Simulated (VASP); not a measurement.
A run of VASP 6.6.1:

The input POSCAR:

```
InAs
1.0
    0.0000000000      3.1156822825      3.1156822825
    3.1156822825      0.0000000000      3.1156822825
    3.1156822825      3.1156822825      0.0000000000
In As
1 1
Direct
    0.0000000000      0.0000000000      0.0000000000
    0.2500000000      0.2500000000      0.2500000000
```

The input INCAR.step1:

```
PREC = Accurate
ENCUT = 520
ISMEAR = -1
SIGMA = 0.02
LREAL = False
LASPH = True
NELM = 150
MAGMOM = 0 0 0 0 0 0
LSORBIT = True
GGA_COMPAT = False
NBANDS = 30
GGA = PE
ALGO = Normal
EDIFF = 1E-4
LWAVE = True
LCHARG = False
```

INCAR.step2

```
PREC = Accurate
ENCUT = 520
EDIFF = 1E-6
ISMEAR = -1
SIGMA = 0.02
LREAL = False
LASPH = True
NELM = 150
ALGO = Normal
ISIF = 2
LWAVE = False
LCHARG = False
MAGMOM = 0 0 0 0 0 0
LORBIT = 11
LSORBIT = True
GGA_COMPAT = False
LORBMOM = True
METAGGA = R2SCAN
LMIXTAU = True
NBANDS = 30
ISTART = 1
```

Contents of KPOINTS:

```
Automatic mesh
0
Gamma
  8 8 8
```

Potentials or basis: VASP PAW PBE potentials, release 64 (In_d, As).

Launch:

```console
$ cat potpaw_PBE.64/In_d/POTCAR potpaw_PBE.64/As/POTCAR > POTCAR
$ cp INCAR.step1 INCAR
$ mpirun -np 1 vasp_ncl > vasp.out
$ cp INCAR.step2 INCAR
$ mpirun -np 1 vasp_ncl > vasp.out
```

Hardware: 1 thread of Intel(R) Xeon(R) 6975P-C (Granite Rapids), with other jobs on the host.

**Question.** Estimate the wall time of this run.

**Answer.** It took 7.6 min on 1 thread of Intel(R) Xeon(R) 6975P-C (Granite Rapids), with other jobs on the host, peak memory 0.52 GiB. Counts: k points 43.
